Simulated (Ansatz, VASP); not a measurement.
Two plane-wave programs on Rb

```
CELL_PARAMETERS angstrom
-2.78241 2.78241 2.78241
2.78241 -2.78241 2.78241
2.78241 2.78241 -2.78241
ATOMIC_POSITIONS crystal
Rb 0.00000 0.00000 0.00000
```

Alike in both runs: functional PBEsol; k mesh 12 × 12 × 12; occupations gaussian, width 0.1 eV; no spin polarisation.

Ansatz relaxed the structure, and its values are those at the end. VASP's run is a single point on that final structure, the one shown.

|  | VASP | Ansatz |
| --- | --- | --- |
| version | VASP 6.6.1 | Ansatz 0.2.0 |
| potentials or method | VASP PAW PBE potentials, release 64 (Rb_sv), cutoff 520 eV | scalar-relativistic, plane waves, PAW |
| valence electrons in the cell | 9 | 9 |

|  | VASP | Ansatz | Ansatz less VASP |
| --- | --- | --- | --- |
| gap on the k mesh at the Fermi level (eV) | none | none | - |
| pressure (GPa) | 0.0 | 0.0 | 0.00 |

VASP's potentials were made for PBE, not for PBEsol. A gap of «none» marks a metal or a gap that the smearing closes. With one functional, cell and mesh, what is left measures potentials, basis and numerics.
